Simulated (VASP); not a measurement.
# Au3C in VASP: a series of runs

Au3C is run at these levels: PBE; tasks: single point.

Program: VASP 6.6.1. These are calculated values, not measurements. Logs are shortened: lines on timing, memory, paths and dates and some standing lists are left out, and cuts for length are marked.

## 1. The cell of the first run

The cell holds a slab with vacuum, 4 atoms: a = 2.940 Å, b = 2.940 Å, c = 21.897 Å, α = 90.00°, β = 90.00°, γ = 120.00°.

## 2. Single point, PBE

File INCAR:

```
SYSTEM = Au3C
PREC = Accurate
ENCUT = 520
EDIFF = 1E-7
ISMEAR = 0
SIGMA = 0.1
LREAL = .FALSE.
LASPH = .TRUE.
NELM = 60
ALGO = Normal
ISIF = 2
LWAVE = .FALSE.
LCHARG = .FALSE.
LDIPOL = .TRUE.
IDIPOL = 3
DIPOL = 0.5 0.5 0.348
GGA = PE
NBANDS = 26
```

File KPOINTS:

```
regular mesh
0
G
  9 9 1
  0 0 0
```

File POSCAR:

```
Au3C
1.0
    2.9402049748      0.0000000000      0.0000000000
   -1.4701024874      2.5462922005      0.0000000000
    0.0000000000      0.0000000000     21.8974947720
Au C
3 1
Direct
    0.6666666667      0.3333333333      0.1826692981
    0.3333333333      0.6666666667      0.2945190844
    0.0000000000      0.0000000000      0.4063247812
    0.5555555556     -0.5555555556      0.5099896079
```

Potentials or basis: VASP PAW PBE potentials, release 64 (Au, C).

Launch:

```bash
$ cat potpaw_PBE.64/Au/POTCAR potpaw_PBE.64/C/POTCAR > POTCAR
$ mpirun -np 1 vasp_std > vasp.out
```

OUTCAR:

```text
SYSTEM = Au3C
   PREC = Accurate
   ENCUT = 520
   EDIFF = 1E-7
   ISMEAR = 0
   LREAL = .FALSE.
   LASPH = .TRUE.
   NELM = 60
   ISIF = 2
   GGA = PE

 ion  position               nearest neighbor table
   1  0.667  0.333  0.183-   2 2.98   2 2.98   2 2.98
   2  0.333  0.667  0.295-   3 2.98   3 2.98   3 2.98   1 2.98   1 2.98   1 2.98
   3  0.000  0.000  0.406-   4 2.72   4 2.72   2 2.98   2 2.98   2 2.98
   4  0.556  0.444  0.510-   3 2.72   3 2.72

  LATTYP: Found a hexagonal cell.
 ALAT       =     2.9402049748
 C/A-ratio  =     7.4476082313

  Lattice vectors:

 A1 = (   2.9402049748,   0.0000000000,   0.0000000000)
 A2 = (  -1.4701024874,   2.5462922005,   0.0000000000)
 A3 = (   0.0000000000,   0.0000000000,  21.8974947720)

Analysis of symmetry for initial positions (statically):
=====================================================================
 Subroutine PRICEL returns:
 Original cell was already a primitive cell.

 Routine SETGRP: Setting up the symmetry group for a
 hexagonal supercell.

 Subroutine GETGRP returns: Found  2 space group operations
 (whereof  2 operations were pure point group operations)
 out of a pool of 24 trial point group operations.

The static configuration has the point symmetry C_1h.

Analysis of symmetry for dynamics (positions and initial velocities):
=====================================================================
 Subroutine PRICEL returns:
 Original cell was already a primitive cell.

 Routine SETGRP: Setting up the symmetry group for a
 hexagonal supercell.

 Subroutine GETGRP returns: Found  2 space group operations
 (whereof  2 operations were pure point group operations)
 out of a pool of 24 trial point group operations.

The dynamic configuration has the point symmetry C_1h.

 Subroutine INISYM returns: Found  2 space group operations
 (whereof  2 operations are pure point group operations),
 and found     1 'primitive' translations

----------------------------------------------------------------------------------------

                                     Primitive cell

  volume of cell :     163.9382

  direct lattice vectors                    reciprocal lattice vectors
     2.940204975  0.000000000  0.000000000     0.340112342  0.196363952  0.000000000
    -1.470102487  2.546292200  0.000000000     0.000000000  0.392727904  0.000000000
     0.000000000  0.000000000 21.897494772     0.000000000  0.000000000  0.045667325

  length of vectors
[... 93 lines left out ...]
   POTIM  = 0.5000    time-step for ionic-motion
   TEBEG  =    0.0;   TEEND  =   0.0 temperature during run
   PSTRESS=    0.0 pullay stress
   NELECT =      37.0000    total number of electrons
   NUPDOWN=      -1.0000    fix difference up-down
   EMIN   =  10.00;   EMAX   =-10.00  energy-range for DOS
   EFERMI =   0.00;   METHOD = LEGACY
   ISMEAR =     0;   SIGMA  =   0.10  broadening in eV -4-tet -1-fermi 0-gaus
   EFERMI_NEDOS =   21; number of points for ismear=-14 and -15
   IALGO  =     38    algorithm
   IMIX   =      4    mixing-type and parameters
     AMIX     =   0.40;   BMIX     =  1.00
     AMIX_MAG =   1.60;   BMIX_MAG =  1.00
  volume/ion in A,a.u.               =      40.98       276.58
  Fermi-wavevector in a.u.,A,eV,Ry     =   0.996740  1.883566 13.517266  0.993491
  Thomas-Fermi vector in A             =   2.128849
   LORBIT       =      0    0 simple, 1 ext, 2 COOP (PROOUT), +10 PAW based schemes
   GGA     = PE    functional components
   LHFCALC =     F    Hartree Fock is set to
   AEXX    =    0.0000 exact exchange contribution
   IVDW    =     0    specifies the selected vdW correction
   LEPSILON=     F    determine dielectric tensor
   LRPA    =     F    only Hartree local field effects (RPA)
 non-spin polarized calculation
 Gauss-broadening in eV      SIGMA  =   0.10
  energy-cutoff  :      520.00
  volume of cell :      163.94
 maximum number of plane-waves:      4481
 NGX is ok and might be reduce to    24
   NGX = 11   NGY = 11   NGZ = 81

 dipolmoment           0.000000      0.000000     -0.000027 electrons x Angstroem

 number of electron      36.9999996 magnetization

 dipolmoment           0.000000      0.000000      0.032180 electrons x Angstroem

 Free energy of the ion-electron system (eV)
  ---------------------------------------------------
  ext. energy  EPLUGINS =         0.00000000
  ---------------------------------------------------
  free energy    TOTEN  =       -12.36408017 eV

  energy without entropy =      -12.35586949  energy(sigma->0) =      -12.35997483

 E-fermi :  -0.4781     XC(G=0):  -5.6448

 val. band max:       -0.4850680375   @ k =  -0.4444   0.4444   0.0000
 cond. band min:      -0.4369268085   @ k =  -0.3333   0.2222   0.0000
 fundamental gap:      0.0481412290
 Fermi energy:        -0.4780598002

 k-point     1 :       0.0000    0.0000    0.0000
  band No.  band energies     occupation
      1     -10.8843      2.00000
      2      -8.6754      2.00000
      3      -7.2884      2.00000
      4      -6.8983      2.00000
      5      -4.7371      2.00000
      6      -4.5427      2.00000
[... 685 lines left out ...]
     25       6.0230      0.00000
     26       7.2621      0.00000

 [... further k-points ...]

------------------------ aborting loop because EDIFF is reached ----------------------------------------

 vacuum level on the upper side and lower side of the slab       (xc-potential included)         0.372        -0.390

  FORCE on cell =-STRESS in cart. coord.  units (eV):
  Direction    XX          YY          ZZ          XY          YZ          ZX
  --------------------------------------------------------------------------------------
  -------------------------------------------------------------------------------------
  Total       -4.5424606     -5.0533003     -4.0300893     -0.4424002      0.1207258     -0.2091033
  in kB      -44.3937128    -49.3861773    -39.3862807     -4.3236011      1.1798599     -2.0435777
  external PRESSURE =     -44.3887236 kB  Pullay stress =       0.0000000 kB

 VOLUME and BASIS-vectors are now :
 -----------------------------------------------------------------------------
  energy-cutoff  :      520.00
  volume of cell :      163.94
      direct lattice vectors                 reciprocal lattice vectors
     2.940204975  0.000000000  0.000000000     0.340112342  0.196363952  0.000000000
    -1.470102487  2.546292200  0.000000000     0.000000000  0.392727904  0.000000000
     0.000000000  0.000000000 21.897494772     0.000000000  0.000000000  0.045667325

 POSITION                                       TOTAL-FORCE (eV/Angst)
 -----------------------------------------------------------------------------------
      1.47010      0.84876      4.00000         0.003125     -0.001804      0.121979
     -0.00000      1.69753      6.44923         0.020603     -0.011895      0.067795
      0.00000      0.00000      8.89749         0.039379     -0.022736      1.231089
      0.98007      1.13169     11.16749        -0.063107      0.036435     -1.420863
 -----------------------------------------------------------------------------------
    total drift:                                0.000044     -0.000025     -0.000013

  FREE ENERGIE OF THE ION-ELECTRON SYSTEM (eV)
  ---------------------------------------------------
  free  energy   TOTEN  =       -12.3640801667 eV

  energy  without entropy=      -12.3558694883  energy(sigma->0) =      -12.35997483

 vacuum level on the upper side and lower side of the slab         5.571         4.783
```

OSZICAR:

```text
N       E                     dE             d eps       ncg     rms          rms(c)
DAV:   1     0.221636660297E+03    0.22164E+03   -0.15986E+04  1300   0.118E+03
DAV:   2    -0.357604392968E+01   -0.22521E+03   -0.21253E+03  1582   0.242E+02
DAV:   3    -0.135754068138E+02   -0.99994E+01   -0.96227E+01  1454   0.479E+01
DAV:   4    -0.138145692584E+02   -0.23916E+00   -0.23647E+00  1508   0.804E+00
[... 17 lines left out ...]
DAV:  22    -0.123640773686E+02   -0.42158E-05   -0.25768E-07  1038   0.394E-03    0.540E-04
DAV:  23    -0.123640793936E+02   -0.20250E-05   -0.15615E-07   998   0.196E-03    0.356E-04
DAV:  24    -0.123640798629E+02   -0.46932E-06   -0.48627E-08   958   0.849E-04    0.198E-04
DAV:  25    -0.123640801372E+02   -0.27424E-06   -0.13209E-08   882   0.530E-04    0.155E-04
DAV:  26    -0.123640801667E+02   -0.29575E-07   -0.59859E-09   942   0.388E-04
   1 F= -.12364080E+02 E0= -.12359975E+02  d E =-.821068E-02
```

stdout:

```text
POSCAR found type information on POSCAR AuC
 POSCAR found :  2 types and       4 ions
 scaLAPACK will be used
 LDA part: xc-table for (Slater+PW92), standard interpolation
 POSCAR, INCAR and KPOINTS ok, starting setup
 FFT: planning ... GRIDC
 FFT: planning ... GRID_SOFT
 FFT: planning ... GRID
 WAVECAR not read
 entering main loop
```

Wall time 92 s (1 thread of Intel Xeon 6975P-C (Granite Rapids), shared host); peak memory 0.34 GiB.

What came out:

| Item | Value |
| --- | --- |
| Free energy | -12.3641 eV |
| Largest force | 1.423 eV/Å |

Forces in eV/Å, atoms in the order of the input:
```
Au   0.003 -0.002  0.122
Au   0.021 -0.012  0.068
Au   0.039 -0.023  1.231
C   -0.063  0.036 -1.421
```

Caveat: spin-orbit coupling is left out, which moves the levels of the heavy elements.

## 3. Single point, PBE

File INCAR:

```
ALGO     = Normal         # electronic algorithm
DIPOL    = 0.5 0.5 0.359
EDIFF    = 1E-7           # SCF threshold, eV
ENCUT    = 520            # plane-wave cutoff, eV
GGA      = PE             # functional
IDIPOL   = 3            
ISIF     = 2              # what is computed and relaxed
ISMEAR   = 0              # smearing method
LASPH    = True           # aspherical terms in the spheres
LCHARG   = False          # write CHGCAR
LDIPOL   = True         
LREAL    = False          # projectors in reciprocal space
LWAVE    = False          # write WAVECAR
NBANDS   = 26             # bands
NELM     = 60             # most SCF steps
PREC     = Accurate       # precision mode
SIGMA    = 0.1            # smearing width, eV
```

File KPOINTS:

```
k-points
0
Gamma
  9 9 1
```

POSCAR, as its differences from that of step 2:

```diff
@@ -11,2 +11,2 @@
     0.0000000000      0.0000000000      0.4063247812
-    0.5555555556     -0.5555555556      0.5099896079
+    0.5555555556     -0.5555555556      0.5510901999
```

Potentials or basis: VASP PAW PBE potentials, release 64 (Au, C).

Launch:

```bash
$ cat potpaw_PBE.64/Au/POTCAR potpaw_PBE.64/C/POTCAR > POTCAR
$ mpirun -np 1 vasp_std > vasp.out
```

It took 89 s on 1 thread of Intel Xeon 6975P-C (Granite Rapids), shared host; peak memory 0.33 GiB.

Results (log left out):

- Free energy: -11.4886 eV
- Largest force: 0.497 eV/Å

Forces on the atoms (eV/Å):
```
Au   0.001  0.000  0.143
Au   0.001 -0.001  0.079
Au   0.011 -0.006  0.274
C   -0.013  0.008 -0.497
```

Levels at points of the mesh, in eV from the Fermi level:
| k point | band 17 | band 18 | band 19 | band 20 | band 21 | band 22 |
| --- | --- | --- | --- | --- | --- | --- |
| (0.00, 0.00, 0.00) | -1.85 | -1.79 | -1.78 | -0.49 | 1.45 | 2.66 |

Caveat: spin-orbit coupling is left out, which moves the levels of the heavy elements.

(Continued in part 2 of 2.)
